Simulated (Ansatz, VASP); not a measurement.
**One calculation of BaLiF3, two programs**

INCAR

```
PREC = Accurate ; ENCUT = 520
EDIFF = 1E-6 ; ISMEAR = 0
SIGMA = 0.05 ; LREAL = False
LASPH = True ; NELM = 60
ALGO = Normal ; ISIF = 2
LWAVE = False ; LCHARG = True
LELF = True ; LVHAR = True
NBANDS = 25
```

KPOINTS

```
Automatic mesh
0
Gamma
  6 6 6
```

File POSCAR:

```
BaLiF3
1.0
    4.0484103646      0.0000000000      0.0000000000
    0.0000000000      4.0484103646      0.0000000000
    0.0000000000      0.0000000000      3.9885816400
Ba Li F
1 1 3
Direct
    0.0000000000      0.0000000000      0.0000000000
    0.5000000000      0.5000000000      0.5000000000
    0.0000000000      0.5000000000      0.5000000000
    0.5000000000      0.5000000000      0.0000000000
    0.5000000000      0.0000000000      0.5000000000
```

Input for Ansatz:

```yaml
crystal:
  lattice:
    - [4.0484103646, 0.0, 0.0]
    - [0.0, 4.0484103646, 0.0]
    - [0.0, 0.0, 3.98858164]
  atoms:
    - { symbol: Ba, position: [0.0, 0.0, 0.0] }
    - { symbol: Li, position: [0.5, 0.5, 0.5] }
    - { symbol: F, position: [0.0, 0.5, 0.5] }
    - { symbol: F, position: [0.5, 0.5, 0.0] }
    - { symbol: F, position: [0.5, 0.0, 0.5] }
basis:
  ecutwfc: 420
kpoints:
  mp_grid: { grid: [6, 6, 6] }
hamiltonian:
  xc: lda
scf:
  occupations: { method: gaussian, width: 0.05 }
output:
  forces: true
  stress: true
  eigenvalues: true
```

Change from the starting cell: strain +0.015 along x and y, +0.000 along z, atoms carried along.

Alike in both runs: task single point; functional LDA; k mesh 6 × 6 × 6; occupations gaussian, width 0.05 eV; no spin polarisation.

|  | VASP | Ansatz |
| --- | --- | --- |
| version | VASP 6.6.1 | Ansatz 0.2.0 |
| potentials or method | VASP PAW LDA potentials, release 64 (Ba_sv, Li_sv, F), cutoff 520 eV | scalar-relativistic, plane waves, PAW |
| valence electrons in the cell | 34 | 34 |

```csv
,VASP,Ansatz,Ansatz less VASP
gap on the k mesh at the Fermi level (eV),6.35,6.44,+0.092
least direct gap on the mesh (eV),6.35,6.44,+0.092
```

LDA's correlation is that of Perdew and Zunger in VASP and of Perdew and Wang (1992) in Ansatz.

Spin-orbit coupling is off throughout. Noted on VASP's run: the cutoff is under 1.25 times that of the potentials, so the pressure is a little rough.
